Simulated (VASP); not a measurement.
Input of a VASP 6.6.1 run:

INCAR

```
  PREC = Accurate
  ENCUT = 400
  EDIFF = 1E-6
  ISMEAR = 0
  SIGMA = 0.05
  LREAL = F
  LASPH = T
  NELM = 120
  ALGO = Normal
  ISIF = 2
  LWAVE = F
  LCHARG = F
  LDIPOL = T
  IDIPOL = 3
  DIPOL = 0.5 0.5 0.378
  GGA = PE
  IVDW = 12
  NBANDS = 38
  GGA_COMPAT = F
  NELMDL = -8
```

Contents of KPOINTS:

```
Automatic mesh
0
Gamma
  9 9 1
```

Contents of POSCAR:

```
Sb
1.0
    4.0686848921      0.0000000000      0.0000000000
   -2.0343424461      3.5235844766      0.0000000000
    0.0000000000      0.0000000000     20.8000277116
Sb
4
Direct
    0.3333333333      0.6666666667      0.2957028575
    0.6666666667      0.3333333333      0.2163458656
    0.0000000000      1.6666666667      0.5398123646
    0.3333333333      1.3333333333      0.4604517197
```

Potentials or basis: VASP PAW PBE potentials, release 64 (Sb_d_GW).

Launch:

```console
$ cat potpaw_PBE.64/Sb_d_GW/POTCAR > POTCAR
$ mpirun -np 1 vasp_std > vasp.out
```

(1) Estimate the dispersion energy per atom.

(2) Estimate the largest force.

(3) Estimate the band gap on the k mesh.

## Answers

(1) -0.306 eV.

(2) 0.066 eV/Å.

(3) 0.64 eV (least direct gap 1.19 eV).

Caveat: the cell differs from its parent crystal (layers slid over each other, then relaxed in part); spin-orbit coupling is left out, which moves the levels of the heavy elements.
